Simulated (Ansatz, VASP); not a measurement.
One calculation of Ga, two programs

```
Ga
1.0
     2.21602   -3.79899    0.00000
     2.21602    3.79899    0.00000
     0.00000    0.00000    4.55550
Ga
4
Cartesian
  2.2160 -1.1830 1.8924
  2.2160 -2.6160 4.1701
  2.2160 1.1830 2.6631
  2.2160 2.6160 0.3854
```

Alike in both runs: task single point; functional r2SCAN; dispersion rVV10; k mesh 6 × 6 × 4; occupations gaussian, width 0.1 eV; no spin polarisation.

```csv
,VASP,Ansatz
version,VASP 6.6.1,Ansatz 0.2.0
potentials or method,"VASP PAW PBE potentials, release 64 (Ga_d), cutoff 520 eV","scalar-relativistic, plane waves, PAW"
valence electrons in the cell,52,52
```

|  | VASP | Ansatz | Ansatz less VASP |
| --- | --- | --- | --- |
| gap on the k mesh at the Fermi level (eV) | none | none | - |
| pressure (GPa) | -0.9 | -0.9 | +0.03 |
| traceless stress, the component that is largest in VASP (GPa) | 0.54 | 0.52 | -0.016 |
| rms of the force components (eV/Å) | 0.016 | 0.016 | -0.0007 |

VASP's potentials were made for PBE, not for r2SCAN. Atom by atom the forces differ by 0.003 eV/Å (rms over components). A gap of «none» marks a metal or a gap that the smearing closes.
